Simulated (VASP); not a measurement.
# TiB2 (P6/mmm) in VASP: further runs

TiB2 is run at these levels: r2SCAN; tasks: single point.

Program: VASP 6.6.1. These are calculated values, not measurements. Logs are shortened: lines on timing, memory, paths and dates and some standing lists are left out, and cuts for length are marked.

**1. The cell of the first run**

The structure is hexagonal, space group P6/mmm (No. 191). Conventional cell: a = 3.069 Å, b = 3.069 Å, c = 3.271 Å, α = 90.00°, β = 90.00°, γ = 120.00°. Within 3.2 Å of Ti (site symmetry 6/mmm) lie 12 B at 2.41 Å and 6 Ti at 3.07 Å. B (site symmetry -6m2) has 3 B at 1.77 Å within 2.4 Å.

**2. Single point, r2SCAN**

Input file POSCAR:

```
TiB2
1.0
    3.0690624661      0.0000000000      0.0000000000
   -1.5345312330      2.6578859062      0.0000000000
    0.0000000000      0.0000000000      3.2708838193
Ti B
1 2
Direct
    0.0000000000      0.0000000000      0.0000000000
    0.3333333333      0.6666666667      0.5000000000
    0.6666666667      0.3333333333      0.5000000000
```

Input file INCAR.step1:

```
SYSTEM = TiB2
PREC     = Accurate       ! precision mode
ENCUT    = 520            ! plane-wave cutoff, eV
ISMEAR   = -1             ! smearing method
SIGMA    = 0.15           ! smearing width, eV
LREAL    = .FALSE.        ! projectors in reciprocal space
LASPH    = .TRUE.         ! aspherical terms in the spheres
NELM     = 60             ! most SCF steps
NBANDS   = 16             ! bands
GGA      = PE             ! functional
ALGO     = Normal         ! electronic algorithm
EDIFF    = 1E-4           ! SCF threshold, eV
LWAVE    = .TRUE.         ! write WAVECAR
LCHARG   = .FALSE.        ! write CHGCAR
```

Input file INCAR.step2:

```
SYSTEM = TiB2
PREC     = Accurate       ! precision mode
ENCUT    = 520            ! plane-wave cutoff, eV
EDIFF    = 1E-6           ! SCF threshold, eV
ISMEAR   = -1             ! smearing method
SIGMA    = 0.15           ! smearing width, eV
LREAL    = .FALSE.        ! projectors in reciprocal space
LASPH    = .TRUE.         ! aspherical terms in the spheres
NELM     = 60             ! most SCF steps
ALGO     = Normal         ! electronic algorithm
ISIF     = 2              ! what is computed and relaxed
LWAVE    = .FALSE.        ! write WAVECAR
LCHARG   = .TRUE.         ! write CHGCAR
METAGGA  = R2SCAN         ! meta-GGA
LMIXTAU  = .TRUE.       
LELF     = .TRUE.         ! ELF
LVHAR    = .TRUE.       
NBANDS   = 16             ! bands
ISTART   = 1
```

Input file KPOINTS:

```
regular mesh
0
G
  11 11 9
  0 0 0
```

Potentials or basis: VASP PAW PBE potentials, release 64 (Ti_sv, B).

Run with:

```console
> cat potpaw_PBE.64/Ti_sv/POTCAR potpaw_PBE.64/B/POTCAR > POTCAR
> cp INCAR.step1 INCAR
> mpirun -np 1 vasp_std > vasp.out
> cp INCAR.step2 INCAR
> mpirun -np 1 vasp_std > vasp.out
```

OUTCAR:

```text
SYSTEM = TiB2
   PREC = Accurate
   ENCUT = 520
   EDIFF = 1E-6
   ISMEAR = -1
   LREAL = .FALSE.
   LASPH = .TRUE.
   NELM = 60
   ISIF = 2
   METAGGA = R2SCAN
   ISTART = 1

 ion  position               nearest neighbor table
   1  0.000  0.000  0.000-   2 2.41   2 2.41   3 2.41   3 2.41   2 2.41   3 2.41   2 2.41   3 2.41
                             3 2.41   3 2.41   2 2.41   2 2.41
   2  0.333  0.667  0.500-   3 1.77   3 1.77   3 1.77   1 2.41   1 2.41   1 2.41   1 2.41   1 2.41
                             1 2.41
   3  0.667  0.333  0.500-   2 1.77   2 1.77   2 1.77   1 2.41   1 2.41   1 2.41   1 2.41   1 2.41
                             1 2.41

  LATTYP: Found a hexagonal cell.
 ALAT       =     3.0690624661
 C/A-ratio  =     1.0657599366

  Lattice vectors:

 A1 = (   3.0690624661,   0.0000000000,   0.0000000000)
 A2 = (  -1.5345312330,   2.6578859062,   0.0000000000)
 A3 = (   0.0000000000,   0.0000000000,   3.2708838193)

Analysis of symmetry for initial positions (statically):
=====================================================================
 Subroutine PRICEL returns:
 Original cell was already a primitive cell.

 Routine SETGRP: Setting up the symmetry group for a
 hexagonal supercell.

 Subroutine GETGRP returns: Found 24 space group operations
 (whereof 24 operations were pure point group operations)
 out of a pool of 24 trial point group operations.

The static configuration has the point symmetry D_6h.

Analysis of symmetry for dynamics (positions and initial velocities):
=====================================================================
 Subroutine PRICEL returns:
 Original cell was already a primitive cell.

 Routine SETGRP: Setting up the symmetry group for a
 hexagonal supercell.

 Subroutine GETGRP returns: Found 24 space group operations
 (whereof 24 operations were pure point group operations)
 out of a pool of 24 trial point group operations.

The dynamic configuration has the point symmetry D_6h.

 Subroutine INISYM returns: Found 24 space group operations
 (whereof 24 operations are pure point group operations),
 and found     1 'primitive' translations

----------------------------------------------------------------------------------------

                                     Primitive cell

  volume of cell :      26.6813

  direct lattice vectors                    reciprocal lattice vectors
     3.069062466  0.000000000  0.000000000     0.325832404  0.188119437  0.000000000
    -1.534531233  2.657885906  0.000000000     0.000000000  0.376238874  0.000000000
     0.000000000  0.000000000  3.270883819     0.000000000  0.000000000  0.305727765

  length of vectors
     3.069062466  3.069062332  3.270883819     0.376238857  0.376238874  0.305727765

  position of ions in fractional coordinates (direct lattice)
     0.000000000  0.000000000  0.000000000
     0.333333333  0.666666667  0.500000000
     0.666666667  0.333333333  0.500000000

  ion indices of the primitive-cell ions
   primitive index   ion index
                 1           1
                 2           2
                 3           3

----------------------------------------------------------------------------------------

 KPOINTS: regular mesh

Automatic generation of k-mesh.
 Grid dimensions read from file:
 generate k-points for:   11   11    9

 Generating k-lattice:

  Cartesian coordinates                     Fractional coordinates (reciprocal lattice)
     0.029621128  0.017101767  0.000000000     0.090909091  0.000000000  0.000000000
     0.000000000  0.034203534  0.000000000     0.000000000  0.090909091  0.000000000
     0.000000000  0.000000000  0.033969752     0.000000000  0.000000000  0.111111111

  Length of vectors
     0.034203532  0.034203534  0.033969752

  Shift w.r.t. Gamma in fractional coordinates (k-lattice)
     0.000000000  0.000000000  0.000000000

 Subroutine IBZKPT returns following result:
 ===========================================

 Found     80 irreducible k-points:

 Following reciprocal coordinates:
            Coordinates               Weight
  0.000000  0.000000  0.000000      1.000000
  0.090909  0.000000  0.000000      6.000000
  0.181818 -0.000000  0.000000      6.000000
  0.272727  0.000000  0.000000      6.000000
  0.363636  0.000000  0.000000      6.000000
  0.454545  0.000000  0.000000      6.000000
[... 16 lines left out ...]
  0.090909  0.090909  0.111111     12.000000
  0.181818  0.090909  0.111111     24.000000
 [... further k-points ...]
   k-points           NKPTS =     80   k-points in BZ     NKDIM =     80   number of bands    NBANDS=     16
   number of dos      NEDOS =    301   number of ions     NIONS =      3
   total plane-waves  NPLWV =  13824
   dimension x,y,z NGX =    24 NGY =   24 NGZ =   24
   dimension x,y,z NGXF=    48 NGYF=   48 NGZF=   48
   ions per type =               1   2
   NGX,Y,Z   is equivalent  to a cutoff of  13.00, 13.00, 12.20 a.u.
   NGXF,Y,Z  is equivalent  to a cutoff of  26.00, 26.00, 24.40 a.u.
 SYSTEM =  TiB2
   PREC   = accura    normal or accurate (medium, high low for compatibility)
   ISTART =      1    job   : 0-new  1-cont  2-samecut
   ICHARG =      0    charge: 1-file 2-atom 10-const
   ISPIN  =      1    spin polarized calculation?
   LNONCOLLINEAR =      F non collinear calculations
   LSORBIT =      F    spin-orbit coupling
   LASPH  =      T    aspherical Exc in radial PAW
   ENCUT  =  520.0 eV  38.22 Ry    6.18 a.u.   5.71  5.71  6.08*2*pi/ulx,y,z
   NELM   =     60;   NELMIN=  2; NELMDL=  0     # of ELM steps
   EDIFF  = 0.1E-05   stopping-criterion for ELM
   LREAL  =      F    real-space projection
   EDIFFG = 0.1E-04   stopping-criterion for IOM
   NSW    =      0    number of steps for IOM
   IBRION =     -1    ionic relax: 0-MD 1-quasi-New 2-CG
   NFREE  =      0    steps in history (QN), initial steepest desc. (CG)
   ISIF   =      2    stress and relaxation
   ISYM   =      2    0-nonsym 1-usesym 2-fastsym
   POTIM  = 0.5000    time-step for ionic-motion
   TEBEG  =    0.0;   TEEND  =   0.0 temperature during run
   PSTRESS=    0.0 pullay stress
   NELECT =      18.0000    total number of electrons
   NUPDOWN=      -1.0000    fix difference up-down
   EMIN   =  10.00;   EMAX   =-10.00  energy-range for DOS
   EFERMI =   0.00;   METHOD = LEGACY
   ISMEAR =    -1;   SIGMA  =   0.15  broadening in eV -4-tet -1-fermi 0-gaus
   EFERMI_NEDOS =   21; number of points for ismear=-14 and -15
   IALGO  =     38    algorithm
   IMIX   =      4    mixing-type and parameters
     AMIX     =   0.40;   BMIX     =  1.00
     AMIX_MAG =   1.60;   BMIX_MAG =  1.00
  volume/ion in A,a.u.               =       8.89        60.02
  Fermi-wavevector in a.u.,A,eV,Ry     =   1.435809  2.713285 28.049048  2.061547
  Thomas-Fermi vector in A             =   2.555066
   LORBIT       =      0    0 simple, 1 ext, 2 COOP (PROOUT), +10 PAW based schemes
   METAGGA = R2SCAN    functional components
   LHFCALC =     F    Hartree Fock is set to
   AEXX    =    0.0000 exact exchange contribution
   IVDW    =     0    specifies the selected vdW correction
   LEPSILON=     F    determine dielectric tensor
   LRPA    =     F    only Hartree local field effects (RPA)
 non-spin polarized calculation
  energy-cutoff  :      520.00
  volume of cell :       26.68
 maximum number of plane-waves:       730
 NGX is ok and might be reduce to    24
   NGX = 11   NGY = 11   NGZ = 13

 number of electron      18.0000001 magnetization

 Free energy of the ion-electron system (eV)
  ---------------------------------------------------
  ext. energy  EPLUGINS =         0.00000000
  ---------------------------------------------------
  free energy    TOTEN  =       -30.95328080 eV

  energy without entropy =      -30.92224650  energy(sigma->0) =      -30.93776365

 E-fermi :   9.6832     XC(G=0): -13.5310

 val. band max:        9.6541007978   @ k =   0.1818   0.1818   0.1111
 cond. band min:       9.7049443253   @ k =   0.0909   0.0000   0.3333
 fundamental gap:      0.0508435275
 Fermi energy:         9.6832157960

 k-point     1 :       0.0000    0.0000    0.0000
  band No.  band energies     occupation
      1     -49.7783      2.00000
      2     -25.0819      2.00000
      3     -24.7806      2.00000
      4     -24.7806      2.00000
      5      -4.5339      2.00000
      6       7.0364      2.00000
[... 8 lines left out ...]
     15      15.4899      0.00000
     16      16.4308      0.00000

 k-point     2 :       0.0909    0.0000    0.0000
  band No.  band energies     occupation
      1     -49.7745      2.00000
      2     -25.0769      2.00000
      3     -24.8105      2.00000
      4     -24.7874      2.00000
      5      -4.3708      2.00000
      6       6.5339      2.00000
[... 8 lines left out ...]
     15      16.4531      0.00000
     16      16.9992      0.00000

 k-point     3 :       0.1818   -0.0000    0.0000
  band No.  band energies     occupation
      1     -49.7643      2.00000
      2     -25.0635      2.00000
      3     -24.8901      2.00000
      4     -24.8054      2.00000
      5      -3.8915      2.00000
      6       5.2920      2.00000
[... 8 lines left out ...]
     15      17.9926      0.00000
     16      18.3618      0.00000

 k-point     4 :       0.2727    0.0000    0.0000
  band No.  band energies     occupation
      1     -49.7509      2.00000
      2     -25.0459      2.00000
      3     -24.9928      2.00000
      4     -24.8289      2.00000
      5      -3.1219      2.00000
      6       3.7383      2.00000
[... 8 lines left out ...]
     15      17.0666      0.00000
     16      18.7793      0.00000
[... 324 lines left out ...]
 k-point    22 :       0.4545    0.0000    0.1111
  band No.  band energies     occupation
      1     -49.7298      2.00000
      2     -25.1372      2.00000
      3     -25.0382      2.00000
      4     -24.8610      2.00000
      5      -0.8044      2.00000
      6       0.6332      2.00000
[... 8 lines left out ...]
     15      17.7020      0.00000
     16      18.9604      0.00000

 k-point    23 :       0.0909    0.0909    0.1111
  band No.  band energies     occupation
      1     -49.7661      2.00000
      2     -25.0880      2.00000
      3     -24.8612      2.00000
      4     -24.7998      2.00000
      5      -3.9036      2.00000
      6       5.8336      2.00000
[... 8 lines left out ...]
     15      17.2526      0.00000
     16      17.5970      0.00000

 k-point    24 :       0.1818    0.0909    0.1111
  band No.  band energies     occupation
      1     -49.7543      2.00000
      2     -25.0719      2.00000
      3     -24.9473      2.00000
      4     -24.8250      2.00000
      5      -3.2965      2.00000
      6       4.5286      2.00000
[... 8 lines left out ...]
     15      17.5760      0.00000
     16      18.7124      0.00000

 [... further k-points ...]
[... 5 lines left out ...]
  --------------------------------------------------------------------------------------
  -------------------------------------------------------------------------------------
  Total       -1.7554276     -1.7554274     -1.3708098     -0.0000000      0.0000000     -0.0000000
  in kB     -105.4110975   -105.4110852    -82.3153093     -0.0000000      0.0000000     -0.0000000
  external PRESSURE =     -97.7124973 kB  Pullay stress =       0.0000000 kB

 VOLUME and BASIS-vectors are now :
 -----------------------------------------------------------------------------
  energy-cutoff  :      520.00
  volume of cell :       26.68
      direct lattice vectors                 reciprocal lattice vectors
     3.069062466  0.000000000  0.000000000     0.325832404  0.188119437  0.000000000
    -1.534531233  2.657885906  0.000000000     0.000000000  0.376238874  0.000000000
     0.000000000  0.000000000  3.270883819     0.000000000  0.000000000  0.305727765

 POSITION                                       TOTAL-FORCE (eV/Angst)
 -----------------------------------------------------------------------------------
      0.00000      0.00000      0.00000         0.000000      0.000000      0.000000
     -0.00000      1.77192      1.63544        -0.000000     -0.000000      0.000000
      1.53453      0.88596      1.63544         0.000000      0.000000     -0.000000
 -----------------------------------------------------------------------------------
    total drift:                               -0.000000      0.000000      0.000000

  FREE ENERGIE OF THE ION-ELECTRON SYSTEM (eV)
  ---------------------------------------------------
  free  energy   TOTEN  =       -30.9532807981 eV

  energy  without entropy=      -30.9222464990  energy(sigma->0) =      -30.93776365
```

Run time: 55 s. Hardware: 1 thread of Intel Xeon Platinum 8488C (Sapphire Rapids), shared host; peak memory 0.16 GiB.

What came out:

| Property | Result |
| --- | --- |
| Free energy | -30.9533 eV |
| Pressure | -9.8 GPa |
| Band gap on the k mesh | zero (band 9 reaches 9.89 eV, above the bottom of band 10 at 9.46 eV) |

Stress tensor (GPa, compression positive):
```
-10.54   0.00   0.00
  0.00 -10.54   0.00
  0.00   0.00  -8.23
```

Caveat: the PAW data sets were made with another functional, which shifts forces and pressure a little.

**3. Single point, r2SCAN**

This run uses another cell than the first one, of 9.24 Å³/atom, 1.038 times its volume.

Input file POSCAR:

```
TiB2
1.0
    3.1079154826      0.0000000000      0.0000000000
   -1.5539577413      2.6915336036      0.0000000000
    0.0000000000      0.0000000000      3.3122918078
Ti B
1 2
Direct
    0.0000000000      0.0000000000      0.0000000000
    0.3333333333      0.6666666667      0.5000000000
    0.6666666667      0.3333333333      0.5000000000
```

Input file INCAR.step1:

```
ALGO     = Normal         # electronic algorithm
EDIFF    = 1E-4           # SCF threshold, eV
ENCUT    = 520            # plane-wave cutoff, eV
GGA      = PE             # functional
ISMEAR   = -1             # smearing method
LASPH    = T              # aspherical terms in the spheres
LCHARG   = F              # write CHGCAR
LREAL    = F              # projectors in reciprocal space
LWAVE    = T              # write WAVECAR
NBANDS   = 16             # bands
NELM     = 80             # most SCF steps
PREC     = Accurate       # precision mode
SIGMA    = 0.15           # smearing width, eV
```

Input file INCAR.step2:

```
ALGO     = Normal         # electronic algorithm
EDIFF    = 1E-6           # SCF threshold, eV
ENCUT    = 520            # plane-wave cutoff, eV
ISIF     = 2              # what is computed and relaxed
ISMEAR   = -1             # smearing method
ISTART   = 1            
LASPH    = T              # aspherical terms in the spheres
LCHARG   = F              # write CHGCAR
LMIXTAU  = T            
LREAL    = F              # projectors in reciprocal space
LWAVE    = F              # write WAVECAR
METAGGA  = R2SCAN         # meta-GGA
NBANDS   = 16             # bands
NELM     = 80             # most SCF steps
PREC     = Accurate       # precision mode
SIGMA    = 0.15           # smearing width, eV
```

Input file KPOINTS:

```
k-points
0
Gamma
  11 11 9
```

Potentials or basis: VASP PAW PBE potentials, release 64 (Ti_sv, B).

Run with:

```console
> cat potpaw_PBE.64/Ti_sv/POTCAR potpaw_PBE.64/B/POTCAR > POTCAR
> cp INCAR.step1 INCAR
> mpirun -np 1 vasp_std > vasp.out
> cp INCAR.step2 INCAR
> mpirun -np 1 vasp_std > vasp.out
```

It took 88 s on 1 thread of Intel Xeon Platinum 8488C (Sapphire Rapids), shared host; peak memory 0.17 GiB.

The run converged. Its results:

- Free energy: -30.8658 eV
- Pressure: -17.6 GPa
- Band gap on the k mesh: zero (band 9 reaches 9.48 eV, above the bottom of band 10 at 9.08 eV)

Stress tensor (GPa, compression positive):
```
-18.99   0.00   0.00
  0.00 -18.99   0.00
  0.00   0.00 -14.79
```

Levels at points of the mesh, in eV from the Fermi level:
| k point | band 5 | band 6 | band 7 | band 8 | band 9 | band 10 | band 11 | band 12 | band 13 | band 14 |
| --- | --- | --- | --- | --- | --- | --- | --- | --- | --- | --- |
| (0.00, 0.00, 0.00) | -13.99 | -2.56 | -2.56 | -2.52 | -1.96 | 1.80 | 1.80 | 3.52 | 3.52 | 5.65 |

Caveat: the PAW data sets were made with another functional, which shifts forces and pressure a little.

**4. Single point, r2SCAN**

This run uses another cell than the first one, of 9.58 Å³/atom, 1.077 times its volume.

Input file POSCAR:

```
TiB2
1.0
    3.1458206267      0.0000000000      0.0000000000
   -1.5729103133      2.7243604194      0.0000000000
    0.0000000000      0.0000000000      3.3526895917
Ti B
1 2
Direct
    0.0000000000      0.0000000000      0.0000000000
    0.3333333333      0.6666666667      0.5000000000
    0.6666666667      0.3333333333      0.5000000000
```

Input file INCAR.step1:

```
ALGO = Normal
EDIFF = 1E-4
ENCUT = 520
GGA = PE
ISMEAR = -1
LASPH = True
LCHARG = False
LREAL = False
LWAVE = True
NBANDS = 16
NELM = 100
PREC = Accurate
SIGMA = 0.15
```

Input file INCAR.step2:

```
ALGO = Normal
EDIFF = 1E-6
ENCUT = 520
ISIF = 2
ISMEAR = -1
ISTART = 1
LASPH = True
LCHARG = False
LMIXTAU = True
LREAL = False
LWAVE = False
METAGGA = R2SCAN
NBANDS = 16
NELM = 100
PREC = Accurate
SIGMA = 0.15
```

KPOINTS is that of step 3.

Run with:

```console
> cat potpaw_PBE.64/Ti_sv/POTCAR potpaw_PBE.64/B/POTCAR > POTCAR
> cp INCAR.step1 INCAR
> mpirun -np 1 vasp_std > vasp.out
> cp INCAR.step2 INCAR
> mpirun -np 1 vasp_std > vasp.out
```

Wall time 76 s (1 thread of Intel Xeon Platinum 8488C (Sapphire Rapids), shared host); peak memory 0.17 GiB.

The run converged. Its results:

| Property | Result |
| --- | --- |
| Free energy | -30.7327 eV |
| Pressure | -24.0 GPa |
| Band gap on the k mesh | zero (band 9 reaches 9.09 eV, above the bottom of band 10 at 8.71 eV) |

Stress tensor (GPa, compression positive):
```
-25.98   0.00   0.00
  0.00 -25.98   0.00
  0.00   0.00 -20.16
```

Levels at points of the mesh, in eV from the Fermi level:
```tsv
k point	band 6	band 7	band 8	band 9	band 10	band 11	band 12	band 13
(0.00, 0.00, 0.00)	-2.49	-2.49	-2.48	-1.88	1.70	1.70	3.36	3.36
```

Caveat: the PAW data sets were made with another functional, which shifts forces and pressure a little.

**5. Summary**

```csv
cell,gap on the mesh (eV),pressure (GPa)
"a = 3.069, b = 3.069, c = 3.271 Å, angles 90.0, 90.0, 120.0°, 3 atoms",none,-9.8
"a = 3.108, b = 3.108, c = 3.312 Å, angles 90.0, 90.0, 120.0°, 3 atoms",none,-17.6
"a = 3.146, b = 3.146, c = 3.353 Å, angles 90.0, 90.0, 120.0°, 3 atoms",none,-24.0
```

Alike in all rows: task single point; level r2SCAN; potentials or basis VASP PAW PBE potentials, release 64 (Ti_sv, B); no spin polarisation; k mesh 11 × 11 × 9; cutoff (eV) 520; smearing fermi-dirac 0.15 eV.

Caveats: the PAW data sets were made with another functional, which shifts forces and pressure a little.

Absolute energies hang on the potentials; compare differences alone.
